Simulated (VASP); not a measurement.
Write the native input for VASP 6.6.1 that does the following.

```yaml
Task: single point
Functional: LDA
Potentials_or_basis: VASP PAW LDA potentials, release 64 (Ag)
Cutoff: 520 eV
k_mesh: 18 × 18 × 18
Occupations: gaussian, width 0.05 eV
Spin: no spin polarisation
Dipole_correction: no
Further_INCAR_settings: ALGO = Normal; EDIFF = 1e-07; NBANDS = 12
```

The structure of Ag lies in POSCAR:

```
Ag
1.0
    0.0000000000      2.0010756182      2.0010756182
    2.0010756182      0.0000000000      2.0010756182
    2.0010756182      2.0010756182      0.0000000000
Ag
1
Direct
    0.0000000000      0.0000000000      0.0000000000
```

The input as run:

INCAR

```
  PREC = Accurate
  ENCUT = 520
  EDIFF = 1E-7
  ISMEAR = 0
  SIGMA = 0.05
  LREAL = F
  LASPH = T
  NELM = 100
  ALGO = Normal
  ISIF = 2
  LWAVE = F
  LCHARG = F
  NBANDS = 12
```

KPOINTS

```
Automatic mesh
0
Gamma
  18 18 18
```

Potentials or basis: VASP PAW LDA potentials, release 64 (Ag).

The run is started by

```bash
$ cat potpaw_LDA.64/Ag/POTCAR > POTCAR
$ mpirun -np 1 vasp_std > vasp.out
```

It gave:

```json
{"Pressure": "0.1 GPa", "Band gap on the k mesh": "zero (an odd number of electrons rules out a gap without spin polarisation)"}
```

Wall time 25 s on 1 thread of Oxide Virtual Turin-like Processor, on a shared host, peak memory 0.12 GiB.
